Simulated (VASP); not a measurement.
**Pt: single point with LDA**

Pt:

```
CELL_PARAMETERS angstrom
2.78723 0.00000 0.00000
-1.39362 2.41382 0.00000
0.00000 0.00000 4.81282
ATOMIC_POSITIONS crystal
Pt 0.66667 0.33333 0.75000
Pt 0.33333 0.66667 0.25000
```

This isn't the form of Pt at room conditions, which is fcc.

```yaml
Program: VASP 6.6.1
Task: single point
Functional: LDA
Potentials_or_basis: VASP PAW LDA potentials, release 64 (Pt)
Cutoff: 520 eV
k_mesh: 21 × 21 × 10
Occupations: gaussian, width 0.15 eV
Spin: collinear spin
Starting_moments: "[0.2, 0.2] μB"
Fixed_moment: 0.4 μB
Dipole_correction: no
Further_INCAR_settings: ALGO = Normal; EDIFF = 1e-06; NBANDS = 21
```

The pressure is -19.8 GPa. The net moment is 0.40 μB per cell, the site moments are Pt +0.20 μB and the valence electrons inside the program's atomic spheres are Pt 9.14.

Stress tensor (GPa, compression positive):
```
-20.14   0.00   0.00
  0.00 -20.14   0.00
  0.00   0.00 -19.21
```

Run time: 3.7 min on 1 thread of Intel(R) Xeon(R) Platinum 8259CL CPU @ 2.50GHz (Skylake/Cascade Lake), with other jobs on the host, peak memory 0.35 GiB.

Caveat: the cell stands under tension; the total moment is fixed, so each spin has its own Fermi level and the state may be an excited one.
